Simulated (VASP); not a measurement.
Runs of VASP 6.6.1 on Zr2TiH6. The structure is that of space group Fm-3m (No. 225), or close to it. The cells are those of the table. 

```csv
task,spin,cell,k mesh,cutoff (eV),gap on the mesh (eV),pressure (GPa),relaxed volume (Å³/atom),largest force (eV/Å)
relaxation of cell and atoms,off,"relaxed from a = 6.032 Å, angles 60.0°, 9 atoms",4 × 4 × 4,600,none,-0.2,8.76,-
single point,"collinear, ferromagnetic start","a = 4.810 Å, angles 60.0°, 9 atoms",4 × 4 × 4,520,none,-0.3,-,0.01
single point,off,"a = 4.805 Å, angles 60.0°, 9 atoms",10 × 10 × 10,520,none,-0.1,-,-
single point,off,"a = 4.810 Å, angles 60.0°, 9 atoms",4 × 4 × 4,520,none,-0.3,-,0.01
relaxation of cell and atoms,off,"relaxed from a = 4.810 Å, angles 60.0°, 9 atoms",10 × 10 × 10,600,none,0.0,(a),-
```

Alike in all rows: level PBE; potentials or basis VASP PAW PBE potentials, release 64 (Zr_sv, Ti_sv, H); smearing gaussian 0.1 eV.

Task: Fill in the values left out.

Result: (a) 8.71.

Caveats: some runs use coarse meshes; the volume moved by over 15 % at a fixed basis, so the end points are rough (some runs).

A k mesh can miss the band edges, and the runs leave out spin-orbit coupling on Zr.

A gap of «none» marks levels without a gap at the run's occupations.
